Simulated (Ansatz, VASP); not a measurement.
# One calculation of BaTiO3, two programs

Contents of INCAR:

```
SYSTEM = BaTiO3
  PREC = Accurate
  ENCUT = 520
  EDIFF = 1E-8
  ISMEAR = -1
  SIGMA = 0.05
  LREAL = .FALSE.
  LASPH = .TRUE.
  NELM = 100
  ALGO = Normal
  ISIF = 2
  LWAVE = .FALSE.
  LCHARG = .FALSE.
  LEFG = .TRUE.
  NBANDS = 28
```

Contents of KPOINTS:

```
regular mesh
0
G
  8 8 8
  0 0 0
```

POSCAR

```
BaTiO3
1.0
    4.0073000000      0.0400730000      0.0400730000
    0.0400730000      4.0073000000      0.0400730000
    0.0400730000      0.0400730000      4.0073000000
Ba Ti O
1 1 3
Direct
    0.5000000000      0.5000000000      0.5000000000
    0.0000000000      0.0000000000      0.0000000000
    0.5000000000      0.0000000000      0.0000000000
    0.0000000000      0.5000000000      0.0000000000
    0.0000000000      0.0000000000      0.5000000000
```

Input for Ansatz:

```yaml
crystal:
  lattice:
    - [4.0073, 0.040073, 0.040073]
    - [0.040073, 4.0073, 0.040073]
    - [0.040073, 0.040073, 4.0073]
  atoms:
    - { symbol: Ba, position: [0.5, 0.5, 0.5] }
    - { symbol: Ti, position: [0.0, 0.0, 0.0] }
    - { symbol: O, position: [0.5, 0.0, 0.0] }
    - { symbol: O, position: [0.0, 0.5, 0.0] }
    - { symbol: O, position: [0.0, 0.0, 0.5] }
kpoints:
  mp_grid: { grid: [8, 8, 8] }
scf:
  occupations: { method: fermi_dirac, width: 0.05 }
hamiltonian:
  xc: lda
  pseudopotentials: { kind: all_electron, datasets: crystal }
output:
  forces: true
  stress: true
  eigenvalues: true
  efg: { contact_densities: true }
```

Change from the starting cell: equal xy, yz and zx shear strains of +2 %, crystal datasets.

Alike in both runs: task electric field gradients; functional LDA; k mesh 8 × 8 × 8; occupations fermi-dirac, width 0.05 eV; no spin polarisation.

|  | VASP | Ansatz |
| --- | --- | --- |
| version | VASP 6.6.1 | Ansatz 0.2.0 |
| potentials or method | VASP PAW LDA potentials, release 64 (Ba_sv, Ti_sv, O), cutoff 520 eV | all-electron PAW with datasets made for the crystal, scalar-relativistic |

|  | VASP | Ansatz | Ansatz less VASP |
| --- | --- | --- | --- |
| pressure (GPa) | -7.3 | -9.3 | -1.98 |
| traceless stress, the component that is largest in VASP (GPa) | -2.44 | -2.36 | +0.076 |
| size of Vzz on the site where it differs most (V/Å²) | 29.0 | 26.9 | -2.05 |

LDA's correlation is that of Perdew and Zunger in VASP and of Perdew and Wang (1992) in Ansatz. Ansatz ran all-electron here, and VASP with PAW potentials.

Spin-orbit coupling is off throughout.
